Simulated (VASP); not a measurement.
# B13N12 (a cell with a defect) in VASP: a series of runs, part 2 of 2

VASP 6.6.1. Earlier steps stand in the parts before.

**3. Single point, PBE+D3(BJ)**

Input file INCAR:

```
SYSTEM = B13N12
ALGO = Normal
EDIFF = 1E-6
ENCUT = 520
GGA = PE
ISIF = 2
ISMEAR = 0
IVDW = 12
LASPH = .True.
LCHARG = .False.
LREAL = Auto
LWAVE = .False.
NBANDS = 68
NELECT = 96.0
NELM = 80
PREC = Accurate
SIGMA = 0.01
```

Input file KPOINTS:

```
Automatic mesh
0
Gamma
  2 2 2
  0.5 0.5 0.5
```

Input file POSCAR:

```
B13N12
1.0
   -3.7615274009      3.3394822066      4.3376638254
    3.7615274009      3.3394822066     -4.3376638254
   -3.7615274009     -3.3394822066     -4.3376638254
B N
13 12
Direct
    0.4857199342      0.2287074225      0.7365094084
    0.3713816749      1.0389745414      0.3337533167
    0.6987565320      1.0389574937      0.6611254812
    0.5084080395      0.7619088872      0.2470539604
    0.8140799945      0.2352893778      0.0784721663
    0.3034200283      0.4825889109      0.8252995517
    0.8386791113      0.7507834033      0.5724964789
    0.1503729259      0.2353002780      0.4147498372
    0.6508213860      0.4825941376      0.1727161241
    0.9629401559      0.9750106488      1.0056137241
    0.9976996275      0.4968583662      0.4927014724
    0.1718190125      0.7507791827      0.9056425568
    0.2000772586      0.1099641526      0.9034354150
    0.5350218480      0.9538977197      0.4124153108
    0.3274898407      0.6636439480     -0.0030500130
    0.6602381584      0.6636490910      0.3296974339
    0.4202471735      0.3383254563      0.9116155754
    0.8889558152      0.9647508593      0.7581726644
    0.3376017642      0.1725993664      0.4939224972
    0.8236523620      0.4100070168      0.2443910038
    0.2001345705      0.9647615654      0.0693416972
    0.6722129118      0.1725930768      0.8285389712
    1.0020632800      0.6687867266      0.6602656314
    0.9560040715      0.1279640396      0.1655016296
    0.1591645166      0.4100144906      0.5798921249
```

Potentials or basis: VASP PAW PBE potentials, release 64 (B, N).

Run with:

```sh
$ cat potpaw_PBE.64/B/POTCAR potpaw_PBE.64/N/POTCAR > POTCAR
$ mpirun -np 1 vasp_std > vasp.out
```

OUTCAR:

```text
SYSTEM = B13N12
   EDIFF = 1E-6
   ENCUT = 520
   GGA = PE
   ISIF = 2
   ISMEAR = 0
   IVDW = 12
   LASPH = .True.
   LREAL = Auto
   NELECT = 96.0
   NELM = 80
   PREC = Accurate
 IVDW          = 12

 ion  position               nearest neighbor table
   1  0.486  0.229  0.737-  19 1.42  22 1.42  17 1.58
   2  0.371  0.039  0.334-  19 1.44  14 1.44  21 1.54
   3  0.699  0.039  0.661-  14 1.44  22 1.44  18 1.54
   4  0.508  0.762  0.247-  14 1.45  16 1.45  15 1.45
   5  0.814  0.235  0.078-  20 1.44  22 1.45  24 1.46
   6  0.303  0.483  0.825-  25 1.41  15 1.43  17 1.56
   7  0.839  0.751  0.572-  16 1.42  23 1.43  18 1.54
   8  0.150  0.235  0.415-  25 1.44  19 1.45  24 1.46
   9  0.651  0.483  0.173-  20 1.41  16 1.43  17 1.56
  10  0.963  0.975  0.006-  24 1.39  18 1.52  21 1.52  13 1.82
  11  0.998  0.497  0.493-  25 1.44  20 1.44  23 1.45
  12  0.172  0.751  0.906-  15 1.42  23 1.43  21 1.54
  13  0.200  0.110  0.903-  17 1.47  21 1.57  18 1.57  10 1.82
  14  0.535  0.954  0.412-   3 1.44   2 1.44   4 1.45
  15  0.327  0.664  0.997-  12 1.42   6 1.43   4 1.45
  16  0.660  0.664  0.330-   7 1.42   9 1.43   4 1.45
  17  0.420  0.338  0.912-  13 1.47   6 1.56   9 1.56   1 1.58
  18  0.889  0.965  0.758-  10 1.52   7 1.54   3 1.54  13 1.57
  19  0.338  0.173  0.494-   1 1.42   2 1.44   8 1.45
  20  0.824  0.410  0.244-   9 1.41   5 1.44  11 1.44
  21  0.200  0.965  0.069-  10 1.52  12 1.54   2 1.54  13 1.57
  22  0.672  0.173  0.829-   1 1.42   3 1.44   5 1.45
  23  0.002  0.669  0.660-  12 1.43   7 1.43  11 1.45
  24  0.956  0.128  0.166-  10 1.39   5 1.46   8 1.46
  25  0.159  0.410  0.580-   6 1.41   8 1.44  11 1.44

  LATTYP: Found a body centered orthorhombic cell.
 ALAT       =     6.6789644132
 B/A-ratio  =     1.1263804291
 C/A-ratio  =     1.2989031104

  Lattice vectors:

 A1 = (  -3.7615274009,  -3.3394822066,   4.3376638254)
 A2 = (   3.7615274009,   3.3394822066,   4.3376638254)
 A3 = (  -3.7615274009,   3.3394822066,  -4.3376638254)

Analysis of symmetry for initial positions (statically):
=====================================================================
 Subroutine PRICEL returns:
 Original cell was already a primitive cell.

 Routine SETGRP: Setting up the symmetry group for a
 body centered orthorhombic supercell.

 Subroutine GETGRP returns: Found  1 space group operations
 (whereof  1 operations were pure point group operations)
 out of a pool of  8 trial point group operations.

The static configuration has the point symmetry C_1 .

Analysis of symmetry for dynamics (positions and initial velocities):
=====================================================================
 Subroutine PRICEL returns:
 Original cell was already a primitive cell.

 Routine SETGRP: Setting up the symmetry group for a
 body centered orthorhombic supercell.

 Subroutine GETGRP returns: Found  1 space group operations
 (whereof  1 operations were pure point group operations)
 out of a pool of  8 trial point group operations.

The dynamic configuration has the point symmetry C_1 .

 Subroutine INISYM returns: Found  1 space group operations
 (whereof  1 operations are pure point group operations),
 and found     1 'primitive' translations

[... 98 lines left out ...]
 -0.250000  0.250000  0.250000      2.000000
  0.250000 -0.250000  0.250000      2.000000
 -0.250000 -0.250000  0.250000      2.000000
   k-points           NKPTS =      4   k-points in BZ     NKDIM =      4   number of bands    NBANDS=     68
   number of dos      NEDOS =    301   number of ions     NIONS =     25
   total plane-waves  NPLWV = 125000
   dimension x,y,z NGX =    50 NGY =   50 NGZ =   50
   dimension x,y,z NGXF=   100 NGYF=  100 NGZF=  100
   ions per type =              13  12
   NGX,Y,Z   is equivalent  to a cutoff of  12.51, 12.51, 12.51 a.u.
   NGXF,Y,Z  is equivalent  to a cutoff of  25.03, 25.03, 25.03 a.u.
 SYSTEM =  B13N12
   PREC   = accura    normal or accurate (medium, high low for compatibility)
   ISTART =      0    job   : 0-new  1-cont  2-samecut
   ICHARG =      2    charge: 1-file 2-atom 10-const
   ISPIN  =      1    spin polarized calculation?
   LNONCOLLINEAR =      F non collinear calculations
   LSORBIT =      F    spin-orbit coupling
   LASPH  =      T    aspherical Exc in radial PAW
   ENCUT  =  520.0 eV  38.22 Ry    6.18 a.u.  12.35 12.35 12.35*2*pi/ulx,y,z
   NELM   =     80;   NELMIN=  2; NELMDL= -5     # of ELM steps
   EDIFF  = 0.1E-05   stopping-criterion for ELM
   LREAL  =      T    real-space projection
   EDIFFG = 0.1E-04   stopping-criterion for IOM
   NSW    =      0    number of steps for IOM
   IBRION =     -1    ionic relax: 0-MD 1-quasi-New 2-CG
   NFREE  =      0    steps in history (QN), initial steepest desc. (CG)
   ISIF   =      2    stress and relaxation
   ISYM   =      2    0-nonsym 1-usesym 2-fastsym
   POTIM  = 0.5000    time-step for ionic-motion
   TEBEG  =    0.0;   TEEND  =   0.0 temperature during run
   PSTRESS=    0.0 pullay stress
   NELECT =      96.0000    total number of electrons
   NUPDOWN=      -1.0000    fix difference up-down
   EMIN   =  10.00;   EMAX   =-10.00  energy-range for DOS
   EFERMI =   0.00;   METHOD = LEGACY
   ISMEAR =     0;   SIGMA  =   0.01  broadening in eV -4-tet -1-fermi 0-gaus
   EFERMI_NEDOS =   21; number of points for ismear=-14 and -15
   IALGO  =     38    algorithm
   IMIX   =      4    mixing-type and parameters
     AMIX     =   0.40;   BMIX     =  1.00
     AMIX_MAG =   1.60;   BMIX_MAG =  1.00
  volume/ion in A,a.u.               =       8.72        58.83
  Fermi-wavevector in a.u.,A,eV,Ry     =   1.245601  2.353844 21.109725  1.551521
  Thomas-Fermi vector in A             =   2.379816
   LORBIT       =      0    0 simple, 1 ext, 2 COOP (PROOUT), +10 PAW based schemes
   GGA     = PE    functional components
   LHFCALC =     F    Hartree Fock is set to
   AEXX    =    0.0000 exact exchange contribution
   IVDW    =    12    specifies the selected vdW correction
   LEPSILON=     F    determine dielectric tensor
   LRPA    =     F    only Hartree local field effects (RPA)
 non-spin polarized calculation
 Gauss-broadening in eV      SIGMA  =   0.01
  energy-cutoff  :      520.00
  volume of cell :      217.95
 maximum number of plane-waves:      5886
 NGX is ok and might be reduce to    50
   NGX = 25   NGY = 25   NGZ = 25

 number of electron      96.0000002 magnetization

 Free energy of the ion-electron system (eV)
  ---------------------------------------------------
  ext. energy  EPLUGINS =         0.00000000
  ---------------------------------------------------
  free energy    TOTEN  =      -226.29559138 eV

  energy without entropy =     -226.29559138  energy(sigma->0) =     -226.29559138

 E-fermi :   2.5248     XC(G=0): -10.0229

 val. band max:        2.4237586723   @ k =   0.2500  -0.2500   0.2500
 cond. band min:       5.0390116611   @ k =   0.2500  -0.2500   0.2500
 fundamental gap:      2.6152529888
 Fermi energy:         2.5248173436

 k-point     1 :       0.2500    0.2500    0.2500
  band No.  band energies     occupation
      1     -16.2978      2.00000
      2     -15.0168      2.00000
      3     -14.4298      2.00000
      4     -14.2287      2.00000
      5     -13.1200      2.00000
      6     -13.0472      2.00000
[... 241 lines left out ...]
     59       9.9319      0.00000
     60      10.5583      0.00000
 [bands above 60 left out]

------------------------ aborting loop because EDIFF is reached ----------------------------------------

 Edisp (eV)   -3.66940

 E8    (eV) :    -1.0833

  FORCE on cell =-STRESS in cart. coord.  units (eV):
  Direction    XX          YY          ZZ          XY          YZ          ZX
  --------------------------------------------------------------------------------------
  -------------------------------------------------------------------------------------
  Total     -24.80837   -26.53769   -20.51988     0.00189     0.33269     0.00435
  in kB    -182.36842  -195.08080  -150.84337     0.01390     2.44566     0.03194
  external pressure =     -176.10 kB  Pullay stress =        0.00 kB

 VOLUME and BASIS-vectors are now :
 -----------------------------------------------------------------------------
  energy-cutoff  :      520.00
  volume of cell :      217.95
      direct lattice vectors                 reciprocal lattice vectors
    -3.761527401  3.339482207  4.337663825    -0.132924726  0.149723810  0.000000000
     3.761527401  3.339482207 -4.337663825     0.000000000  0.149723810 -0.115269422
    -3.761527401 -3.339482207 -4.337663825    -0.132924726  0.000000000 -0.115269422

 POSITION                                       TOTAL-FORCE (eV/Angst)
 -----------------------------------------------------------------------------------
     -3.73716     -0.07374     -2.07990        -0.004480      0.003611     -0.002013
     -2.50578      0.25581     -0.00584         0.013770      0.001139     -0.000290
     -4.96869      0.25577     -0.00575        -0.014814      0.000999     -0.004398
      0.02425      3.41717     -2.17124         0.002639     -0.000446      0.010784
     -2.47231      3.24229      2.17021        -0.007782     -0.008173      0.014803
     -2.43044     -0.13121     -4.35705        -0.007466      0.007840      0.005132
[... 17 lines left out ...]
     -3.73723      3.06720      2.87387        -0.000903      0.011480      0.005268
     -1.23770     -0.03578     -3.60348        -0.000312     -0.001501     -0.015000
 -----------------------------------------------------------------------------------
    total drift:                               -0.001494     -0.000903     -0.006509

  FREE ENERGIE OF THE ION-ELECTRON SYSTEM (eV)
  ---------------------------------------------------
  free  energy   TOTEN  =      -229.9649867326 eV

  energy  without entropy=     -229.9649867326  energy(sigma->0) =     -229.96498673
```

It took 89 s on 1 thread of AMD EPYC 9R45 (Zen 5), shared host; peak memory 0.31 GiB.

What came out:

```
Free energy                : -229.9650 eV
Largest force              : 0.041 eV/Å
Dispersion energy per atom : -0.147 eV
```

Forces on the atoms (eV/Å):
```
B   -0.004  0.004 -0.002
B    0.014  0.001  0.000
B   -0.015  0.001 -0.004
B    0.003  0.000  0.011
B   -0.008 -0.008  0.015
B   -0.007  0.008  0.005
B    0.018 -0.005  0.003
B    0.011 -0.008  0.015
B    0.006  0.008  0.008
B   -0.001 -0.022 -0.034
B    0.002  0.001  0.028
B   -0.022 -0.004  0.002
B    0.002  0.020 -0.002
N    0.000 -0.002  0.005
N    0.002  0.001 -0.012
N   -0.003  0.001 -0.012
N    0.000  0.004 -0.004
N    0.028 -0.003  0.011
N    0.003  0.001 -0.001
N    0.001 -0.002 -0.017
N   -0.027 -0.004  0.010
N    0.000  0.001 -0.002
N    0.001 -0.004 -0.012
N   -0.001  0.011  0.005
N    0.000 -0.002 -0.015
```

Levels at points of the mesh, in eV from the Fermi level:
| k point | band 45 | band 46 | band 47 | band 48 | band 49 | band 50 | band 51 | band 52 |
| --- | --- | --- | --- | --- | --- | --- | --- | --- |
| (0.25, 0.25, 0.25) | -1.05 | -0.93 | -0.82 | -0.71 | 2.99 | 4.11 | 4.59 | 4.89 |

Caveat: the k points lie up to 0.63 Å⁻¹ apart; the cell carries a net charge on a neutralising background, which shifts energy and pressure; the cell is charged against a uniform background, so pressure and absolute levels hang on convention.

**4. Single point, PBE+D3(BJ), collinear spin**

Input file INCAR:

```
PREC = Accurate
ENCUT = 520
EDIFF = 1E-6
ISMEAR = 0
SIGMA = 0.01
LREAL = Auto
LASPH = True
NELM = 150
ALGO = Normal
ISIF = 2
LWAVE = False
LCHARG = False
ISPIN = 2
MAGMOM = 0.143 0 0 0 0 0.143 0.143 0 0 0.143 0 0 0.143 0 0 0 0.143 0.143 0 0 0 0 0 0 0
LORBIT = 11
GGA = PE
IVDW = 12
NBANDS = 72
```

KPOINTS is that of step 3.

Input file POSCAR:

```
B13N12
1.0
   -3.7615274009      3.3394822066      4.3376638254
    3.7615274009      3.3394822066     -4.3376638254
   -3.7615274009     -3.3394822066     -4.3376638254
B N
13 12
Direct
    0.4841210609      0.2301283439      0.7393149653
    0.3099492010      0.9776906375      0.3255218734
    0.6459148634      0.9782255306      0.6610100347
    0.4888058252      0.7416988797      0.2461666788
    0.8418230665      0.2557234187      0.0781049167
    0.3368433798      0.5172701376      0.8257350732
    0.8121778770      0.7321220656      0.5797340557
    0.1707937851      0.2555978339      0.4072374023
    0.6849324277      0.5174165730      0.1736069727
    1.0474070945      1.0409182872      0.9872450679
    0.9930184068      0.4957683859      0.4960165115
    0.1451068735      0.7316375074      0.9132563640
    0.2844788935      0.1964004858      0.9060896865
    0.4738368351      0.8917725554      0.4111937101
    0.3302540277      0.6668829564     -0.0042247191
    0.6647247146      0.6672423865      0.3298445346
    0.5087152247      0.4290907821      0.9134838127
    0.7987345985      0.8852798543      0.7416558972
    0.3277298755      0.1626639346      0.4917529913
    0.8330012969      0.4176748241      0.2453923345
    0.1355616477      0.8840358275      0.0798170490
    0.6645631274      0.1630372885      0.8282248153
    0.9806563255      0.6486375781      0.6612719783
    1.0206796173      0.1891762336      0.1618047979
    0.1655578453      0.4177064885      0.5779308662
```

Run with:

```sh
$ cat potpaw_PBE.64/B/POTCAR potpaw_PBE.64/N/POTCAR > POTCAR
$ mpirun -np 1 vasp_std > vasp.out
```

It took 8.9 min on 1 thread of Oxide Virtual Turin-like, shared host; peak memory 0.44 GiB.

The run converged. Its results:

```yaml
Free_energy: -215.2280 eV
Pressure: 3.3 GPa
Largest_force: 0.048 eV/Å
Band_gap_on_the_k_mesh: 0.55 eV
Net_moment: 1.00 μB per cell
Site_moments: B +0.05, +0.00, +0.01, +0.29; N +0.01, +0.00, +0.04, +0.02 μB
Valence_electrons_inside_the_program's_atomic_spheres: B 2.14, 2.19, 2.17, 2.16, 2.18, 2.06, 1.85; N 4.02, 4.03, 4.01, 4.00
Dispersion_energy_per_atom: -0.146 eV
```

Forces in eV/Å, atoms in the order of the input:
```
B    0.004  0.014  0.001
B    0.000 -0.009  0.004
B   -0.004  0.003  0.010
B    0.003 -0.003 -0.007
B    0.003  0.005 -0.008
B    0.005  0.008 -0.001
B   -0.007 -0.004 -0.005
B    0.003  0.005 -0.010
B   -0.006  0.010 -0.002
B    0.014  0.016 -0.014
B    0.000 -0.002  0.008
B    0.006 -0.009 -0.003
B    0.004 -0.047 -0.007
N   -0.003 -0.005  0.008
N   -0.001  0.000 -0.002
N    0.001 -0.002  0.001
N   -0.008  0.028  0.016
N    0.016 -0.003  0.022
N   -0.004 -0.003 -0.009
N    0.000  0.004 -0.004
N   -0.026  0.009  0.024
N    0.004 -0.005 -0.010
N    0.005 -0.002 -0.003
N   -0.009 -0.009 -0.003
N    0.002  0.002 -0.006
```

Stress tensor (GPa, compression positive):
```
 4.64  0.01  0.01
 0.01  1.65 -1.68
 0.01 -1.68  3.47
```

Levels at points of the mesh, in eV from the valence-band top:
Spin up:
| k point | band 47 | band 48 | band 49 | band 50 | band 51 | band 52 | band 53 | band 54 |
| --- | --- | --- | --- | --- | --- | --- | --- | --- |
| (0.25, 0.25, 0.25) | -2.83 | -2.72 | -1.04 | 0.00 | 0.87 | 3.03 | 3.24 | 3.67 |
Spin down:
| k point | band 47 | band 48 | band 49 | band 50 | band 51 | band 52 |
| --- | --- | --- | --- | --- | --- | --- |
| (0.25, 0.25, 0.25) | -2.78 | -2.68 | -0.84 | 1.02 | 1.15 | 3.10 |

Caveat: the k points lie up to 0.63 Å⁻¹ apart.

**5. Single point, PBE+D3(BJ), collinear spin**

Input file INCAR:

```
SYSTEM = B13N12
PREC = Accurate
ENCUT = 520
EDIFF = 1E-6
ISMEAR = 0
SIGMA = 0.01
LREAL = Auto
LASPH = .TRUE.
NELM = 150
ALGO = Normal
ISIF = 2
LWAVE = .FALSE.
LCHARG = .FALSE.
ISPIN = 2
MAGMOM = 0.143 0 0 0 0 0.143 0.143 0 0 0.143 0 0 0.143 0 0 0 0.143 0.143 0 0 0 0 0 0 0
LORBIT = 11
GGA = PE
IVDW = 12
NELECT = 97.0
NBANDS = 72
```

KPOINTS is that of step 4.

Input file POSCAR:

```
B13N12
1.0
   -3.7615274009      3.3394822066      4.3376638254
    3.7615274009      3.3394822066     -4.3376638254
   -3.7615274009     -3.3394822066     -4.3376638254
B N
13 12
Direct
    0.4783093470      0.2236260688      0.7387829103
    0.3675994339      1.0364101133      0.3323498970
    0.6975506506      1.0364401131      0.6622576672
    0.5119855871      0.7655002205      0.2469770821
    0.8195206415      0.2409376659      0.0793970689
    0.3087253930      0.4869909806      0.8277195757
    0.8335574194      0.7454762252      0.5751362619
    0.1549643290      0.2409059586      0.4148833428
    0.6527525391      0.4870007318      0.1717274422
    0.9871154506      0.9993089756      1.0056461525
    0.9807574794      0.4816500469      0.4943671136
    0.1638331439      0.7455013403      0.9053855304
    0.2108192594      0.1052989701      0.8879503972
    0.5322790122      0.9515989234      0.4127645760
    0.3312525530      0.6682140132     -0.0029673918
    0.6646611189      0.6682277281      0.3304333933
    0.4368763875      0.3573356474      0.9139312692
    0.8848693836      0.9598196171      0.7526230792
    0.3353330766      0.1704340751      0.4931984131
    0.8187560276      0.4062893584      0.2451514158
    0.2006205537      0.9597819372      0.0684142257
    0.6707383585      0.1704666001      0.8285472185
    0.9692885475      0.6358536680      0.6600382176
    0.9743662640      0.1477537823      0.1668533616
    0.1545720022      0.4062502773      0.5810103501
```

Run with:

```sh
$ cat potpaw_PBE.64/B/POTCAR potpaw_PBE.64/N/POTCAR > POTCAR
$ mpirun -np 1 vasp_std > vasp.out
```

Wall time 8.5 min (1 thread of Oxide Virtual Turin-like, shared host); peak memory 0.42 GiB.

It converged, with:

* Free energy: -225.0043 eV
* Largest force: 0.025 eV/Å
* Net moment: 1.00 μB per cell
* Site moments: B +0.03, +0.01, +0.00, +0.04, +0.33; N +0.01, +0.00, +0.02, +0.05 μB
* Valence electrons inside the program's atomic spheres: B 2.06, 2.12, 2.14, 2.10, 2.15, 1.83; N 4.00, 4.02, 3.96, 3.94, 4.01, 4.03
* Dispersion energy per atom: -0.147 eV

Forces on the atoms (eV/Å):
```
B   -0.001 -0.001  0.002
B   -0.003  0.002 -0.009
B    0.003  0.002 -0.008
B   -0.001 -0.003 -0.011
B    0.022  0.004 -0.003
B    0.002  0.008  0.004
B    0.001 -0.011  0.018
B   -0.024  0.005 -0.002
B   -0.003  0.008  0.004
B   -0.001 -0.019 -0.009
B    0.001 -0.005  0.003
B   -0.002 -0.014  0.017
B   -0.001  0.018  0.008
N   -0.002  0.002  0.007
N    0.001 -0.001 -0.005
N    0.000 -0.003 -0.003
N    0.000 -0.012 -0.015
N    0.019  0.010 -0.010
N    0.006 -0.002  0.004
N   -0.001 -0.004  0.005
N   -0.018  0.012 -0.011
N   -0.006 -0.003  0.000
N    0.001  0.014 -0.007
N    0.001 -0.006  0.018
N    0.004 -0.003  0.006
```

Levels at points of the mesh, in eV from the Fermi level:
Spin up:
```tsv
k point	band 47	band 48	band 49	band 50	band 51	band 52
(0.25, 0.25, 0.25)	-3.26	-3.18	-0.09	2.02	2.19	2.55
```
Spin down:
```tsv
k point	band 46	band 47	band 48	band 49	band 50	band 51
(0.25, 0.25, 0.25)	-3.40	-3.19	-3.13	1.03	2.16	2.35
```

Caveat: the k points lie up to 0.63 Å⁻¹ apart; the cell carries a net charge on a neutralising background, which shifts energy and pressure; the cell is charged against a uniform background, so pressure and absolute levels hang on convention.
